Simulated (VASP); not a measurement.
Write the native input for VASP 6.6.1 that does the following.

- Task: single point
- Functional: r2SCAN
- Dispersion: D3(BJ)
- Potentials or basis: VASP PAW PBE potentials, release 64 (W_sv, Se)
- Cutoff: 520 eV
- k mesh: 9 × 9 × 2
- Occupations: gaussian, width 0.02 eV
- Spin: no spin polarisation
- Dipole correction: no
- Further INCAR settings: ALGO = Normal; EDIFF = 1e-06; NBANDS = 35

The system is WSe2.

```
CELL_PARAMETERS angstrom
3.29738 0.00000 0.00000
-1.64869 2.85561 0.00000
0.00000 0.00000 13.08147
ATOMIC_POSITIONS crystal
W 0.33333 0.66667 0.25000
W 0.66667 0.33333 0.75000
Se 0.33333 0.66667 0.62279
Se 0.66667 0.33333 0.12279
Se 0.33333 0.66667 0.87721
Se 0.66667 0.33333 0.37721
```

One way to write it, as run:

POSCAR

```
WSe2
1.0
    3.2973798314      0.0000000000      0.0000000000
   -1.6486899157      2.8556147000      0.0000000000
    0.0000000000      0.0000000000     13.0814704529
W Se
2 4
Direct
    0.3333333333      0.6666666667      0.2500000000
    0.6666666667      0.3333333333      0.7500000000
    0.3333333333      0.6666666667      0.6227906161
    0.6666666667      0.3333333333      0.1227906161
    0.3333333333      0.6666666667      0.8772093839
    0.6666666667      0.3333333333      0.3772093839
```

INCAR.step1

```
SYSTEM = WSe2
ALGO = Normal
EDIFF = 1E-4
ENCUT = 520
GGA = PE
ISMEAR = 0
LASPH = .TRUE.
LCHARG = .FALSE.
LREAL = .FALSE.
LWAVE = .TRUE.
NBANDS = 35
NELM = 80
PREC = Accurate
SIGMA = 0.02
```

INCAR.step2

```
SYSTEM = WSe2
ALGO = Normal
EDIFF = 1E-6
ENCUT = 520
ISIF = 2
ISMEAR = 0
ISTART = 1
IVDW = 12
LASPH = .TRUE.
LCHARG = .FALSE.
LMIXTAU = .TRUE.
LREAL = .FALSE.
LWAVE = .FALSE.
METAGGA = R2SCAN
NBANDS = 35
NELM = 80
PREC = Accurate
SIGMA = 0.02
VDW_A1 = 0.49484001
VDW_A2 = 5.73083694
VDW_S6 = 1.0
VDW_S8 = 0.78981345
```

KPOINTS

```
k-points
0
G
  9 9 2
  0 0 0
```

Potentials or basis: VASP PAW PBE potentials, release 64 (W_sv, Se).

Run with:

```console
$ cat potpaw_PBE.64/W_sv/POTCAR potpaw_PBE.64/Se/POTCAR > POTCAR
$ cp INCAR.step1 INCAR
$ mpirun -np 1 vasp_std > vasp.out
$ cp INCAR.step2 INCAR
$ mpirun -np 1 vasp_std > vasp.out
```

Results of the run:

```json
{"Pressure": "0.3 GPa", "Largest force": "0.043 eV/Å", "Band gap on the k mesh": "1.23 eV, indirect (least direct gap 1.61 eV)", "Dispersion energy per atom": "-0.217 eV"}
```

Caveat: the PAW data sets were made with another functional, which shifts forces and pressure a little; spin-orbit coupling is left out, which moves the levels of the heavy elements.

It took 6 min on 1 thread of Intel(R) Xeon(R) Platinum 8259CL CPU @ 2.50GHz (Skylake/Cascade Lake), on a shared host, peak memory 0.33 GiB.
